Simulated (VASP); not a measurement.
# InGa3As4: single point with r2SCAN

InGa3As4:

```
Ga As In
1.0
    -2.89004    2.89004    5.76881
     2.89004   -2.89004    5.76881
     2.89004    2.89004   -5.76881
Ga As In
3 4 1
Direct
  0.75000 0.25000 0.50000
  0.50000 0.50000 0.00000
  0.25000 0.75000 0.50000
  0.13275 0.60755 0.00000
  0.86725 0.86725 0.47480
  0.60755 0.13275 0.00000
  0.39245 0.39245 0.52520
  0.00000 0.00000 0.00000
```

```json
{
 "Program": "VASP 6.6.1",
 "Task": "single point",
 "Functional": "r2SCAN",
 "Potentials or basis": "VASP PAW PBE potentials, release 64 (Ga_d, As, In_d)",
 "Cutoff": "520 eV",
 "k mesh": "6 × 6 × 6",
 "Occupations": "fermi-dirac, width 0.02 eV",
 "Spin": "no spin polarisation",
 "Dipole correction": "no",
 "Further INCAR settings": "ALGO = Normal; EDIFF = 1e-07; NBANDS = 46"
}
```

The pressure is 0.1 GPa, the largest force is 0.004 eV/Å and the band gap on the k mesh is 0.62 eV.

Forces in eV/Å, atoms in the order of the input:
```
Ga   0.000  0.000  0.000
Ga   0.000  0.000  0.000
Ga   0.000  0.000  0.000
As   0.003 -0.003 -0.001
As   0.003  0.003  0.001
As  -0.003  0.003 -0.001
As  -0.003 -0.003  0.001
In   0.000  0.000  0.000
```

Levels at points of the mesh, in eV from the valence-band top:
| k point | band 32 | band 33 | band 34 | band 35 | band 36 | band 37 | band 38 | band 39 | band 40 | band 41 |
| --- | --- | --- | --- | --- | --- | --- | --- | --- | --- | --- |
| (0.00, 0.00, 0.00) | -2.60 | -2.60 | -0.05 | 0.00 | 0.00 | 0.62 | 1.79 | 2.04 | 4.06 | 4.06 |
| (0.50, 0.00, 0.00) | -2.39 | -2.34 | -1.96 | -1.26 | -1.21 | 3.06 | 3.46 | 3.50 | 3.57 | 3.78 |
| (0.50, 0.50, 0.00) | -1.29 | -1.22 | -1.13 | -0.93 | -0.93 | 1.13 | 1.45 | 2.70 | 3.30 | 4.82 |
| (0.50, 0.50, 0.50) | -2.50 | -1.86 | -1.86 | -1.42 | -1.42 | 1.82 | 1.82 | 1.95 | 2.15 | 2.29 |

Run time: 20 min on 1 thread of Intel(R) Xeon(R) 6975P-C (Granite Rapids), with other jobs on the host, peak memory 0.57 GiB.

Caveat: the PAW data sets were made with another functional, which shifts forces and pressure a little; spin-orbit coupling is left out, which moves the levels of the heavy elements.
